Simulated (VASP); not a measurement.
Write the native input for VASP 6.6.1 that does the following.

| Item | Value |
| --- | --- |
| Task | single point |
| Functional | LDA |
| Potentials or basis | VASP PAW LDA potentials, release 64 (Sn_d) |
| Cutoff | 520 eV |
| k mesh | 6 × 6 × 6 |
| Occupations | methfessel-paxton, width 0.1 eV |
| Spin | no spin polarisation |
| Dipole correction | no |
| Further INCAR settings | ALGO = Normal; EDIFF = 1e-06; NBANDS = 21 |

The structure of Sn lies in POSCAR:

```
Sn
1.0
    0.0000000000      3.2333428000      3.2333428000
    3.2333428000      0.0000000000      3.2333428000
    3.2333428000      3.2333428000      0.0000000000
Sn
2
Direct
    0.7500000000      0.7500000000      0.7500000000
    0.5000000000      0.5000000000      0.5000000000
```

The input as run:

INCAR

```
SYSTEM = Sn
ALGO = Normal
EDIFF = 1E-6
ENCUT = 520
ISIF = 2
ISMEAR = 1
LASPH = .True.
LCHARG = .False.
LREAL = .False.
LWAVE = .False.
NBANDS = 21
NELM = 60
PREC = Accurate
SIGMA = 0.1
```

KPOINTS

```
k-points
0
Gamma
  6 6 6
  0 0 0
```

Potentials or basis: VASP PAW LDA potentials, release 64 (Sn_d).

Command:

```sh
$ cat potpaw_LDA.64/Sn_d/POTCAR > POTCAR
$ mpirun -np 1 vasp_std > vasp.out
```

It gave:

```json
{"Pressure": "0.2 GPa", "Band gap on the k mesh": "zero (band 14 reaches 5.57 eV, above the bottom of band 15 at 5.40 eV)"}
```

Caveat: spin-orbit coupling is left out, which moves the levels of the heavy elements.

Wall time 31 s on 1 thread of Intel Xeon 8259CL, on a shared host, peak memory 0.17 GiB.
